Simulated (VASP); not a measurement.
Input of a VASP 6.6.1 run:

INCAR

```
ALGO = Normal
EDIFF = 1E-7
ENCUT = 520
GGA = PE
ISIF = 2
ISMEAR = -1
IVDW = 12
LASPH = T
LCHARG = T
LELF = T
LREAL = Auto
LVHAR = T
LWAVE = F
NBANDS = 72
NELM = 100
PREC = Accurate
SIGMA = 0.05
```

KPOINTS

```
k-points
0
Gamma
  2 2 1
```

POSCAR

```
H5C10N
1.0
    5.0487420000      0.0000000000      0.0000000000
    0.0000000000      5.0487420000      0.0000000000
    0.0000000000      0.0000000000     17.8355610000
H C N
10 20 2
Direct
    0.4277897346      0.0000000000      0.0560677626
    0.0722160095      0.0000000000      0.0560677626
    0.9277954786      0.0000000000      0.0560677626
    0.5722217535      0.0000000000      0.0560677626
    0.4277897346      0.5000057440      0.0560677626
    0.0722160095      0.5000057440      0.0560677626
    0.9277954786      0.5000057440      0.0560677626
    0.5722217535      0.5000057440      0.0560677626
    0.2455859301      0.4936081107      0.3464090645
    0.7563666355      0.4943805804      0.3461062985
    0.2500028720      0.0000000000      0.0916539715
    0.7500086160      0.0000000000      0.0916539715
    0.2500028720      0.5000057440      0.0916539715
    0.7500086160      0.5000057440      0.0916539715
    0.2500028720      0.2500028720      0.1416944496
    0.7500086160      0.2500028720      0.1416944496
    0.2500028720      0.7500086160      0.1416944496
    0.7500086160      0.7500086160      0.1416944496
   -0.0000396138      0.2375443229      0.1870813035
    0.4998076749      0.2213818809      0.1887465160
   -0.0001386484      0.7563864424      0.1958222677
    0.5002830408      0.7739353685      0.1931085879
   -0.0004159452      0.0106363130      0.2465972335
    0.5004216892      0.0015251324      0.2522712910
    0.0001386484      0.4950342085      0.2447413905
    0.4996492195      0.4934298485      0.2436032149
    0.2420404925      0.0970142661      0.2889844620
    0.7580106094      0.0987968884      0.2889564281
    0.2494482784      0.4238283517      0.2877117238
    0.7503057197      0.4235906687      0.2875715544
    0.6278791826      0.2180939331      0.4599855312
    0.5060666598      0.3998421785      0.4614432930
```

Potentials or basis: VASP PAW PBE potentials, release 64 (H, C, N).

Launch:

```bash
$ cat potpaw_PBE.64/H/POTCAR potpaw_PBE.64/C/POTCAR potpaw_PBE.64/N/POTCAR > POTCAR
$ mpirun -np 1 vasp_std > vasp.out
```

Question: Estimate the dispersion energy per atom.

Answer: -0.105 eV.

Question: Estimate the largest force.

Answer: 9.000 eV/Å.

Question: Predict the band gap on the k mesh.

Answer: 0.11 eV, indirect (least direct gap 0.25 eV).

Forces in eV/Å, atoms in the order of the input:
```
H   -8.942 -0.068  0.063
H    8.913 -0.045 -0.025
H   -8.910 -0.045 -0.024
H    8.940 -0.066  0.064
H   -8.997  0.032  0.099
H    8.924 -0.001  0.187
H   -8.925 -0.001  0.186
H    8.999  0.031  0.098
H    0.085  0.263 -0.302
H   -0.125  0.299 -0.365
C   -0.423 -0.180  0.261
C    0.421 -0.176  0.270
C    0.489  0.118  1.642
C   -0.488  0.114  1.632
C   -0.018 -1.835 -2.203
C   -0.017 -1.806 -2.188
C   -0.144  1.422  0.519
C    0.161  1.385  0.504
C    0.033  3.111  1.127
C    0.014  5.758  1.465
C    0.011 -1.308  0.615
C   -0.042 -5.055  2.264
C    0.101  0.922 -1.108
C   -0.068  1.566 -0.889
C   -0.043 -1.465 -2.018
C    0.045 -1.452 -1.112
C    1.344 -0.227 -1.464
C   -1.372 -0.328 -1.447
C   -0.056 -0.419  0.971
C    0.121 -0.387  0.944
N    0.781 -1.322  0.078
N   -0.812  1.166  0.155
```

Caveat: the k points lie up to 0.62 Å⁻¹ apart; the standard files for N, O and F lose accuracy on very short bonds.
